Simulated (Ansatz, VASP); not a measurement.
One calculation of LiC18, two programs

```
C Li
1.0
     7.39800    0.00000    0.00000
    -3.69900    6.40686    0.00000
     0.00000    0.00000   13.00000
C Li
18 1
Direct
  0.99864 0.99592 0.07819
  0.22037 0.10604 0.07812
  0.99766 0.32876 0.07821
  0.21976 0.43980 0.07713
  0.99865 0.66259 0.07822
  0.22039 0.77419 0.07833
  0.33199 0.99592 0.07819
  0.55420 0.10702 0.07820
  0.33142 0.32813 0.07698
  0.55476 0.43980 0.07705
  0.33143 0.66313 0.07732
  0.55475 0.77479 0.07739
  0.66580 0.99689 0.07837
  0.88753 0.10702 0.07821
  0.66581 0.32876 0.07816
  0.88755 0.44038 0.07818
  0.66642 0.66314 0.07726
  0.88852 0.77419 0.07829
  0.44250 0.54970 0.20434
```

Alike in both runs: functional PBEsol; k mesh 2 × 2 × 1; occupations gaussian, width 0.02 eV; collinear spin.

Ansatz relaxed the structure, and its values are those at the end. VASP's run is a single point on that final structure, the one shown.

```csv
,VASP,Ansatz
version,VASP 6.6.1,Ansatz 0.2.0
potentials or method,"VASP PAW PBE potentials, release 64 (C, Li_sv), cutoff 520 eV","scalar-relativistic, plane waves, PAW"
valence electrons in the cell,75,75
```

Ansatz gave:

```
rms of the force components (eV/Å) : 0.004
net moment per atom (μB)           : 0.00
```

Estimate VASP's values.

rms of the force components (eV/Å): 0.008; net moment per atom (μB): 0.00.

VASP's potentials were made for PBE, not for PBEsol. Ansatz's warnings: filled band counts differ across k points, seeded moment not kept, xc potential rough in thin density.

The k mesh is coarse, so the values compare programs but aren't converged. Noted on VASP's run: the cutoff is under 1.25 times that of the potentials, so the pressure is a little rough.
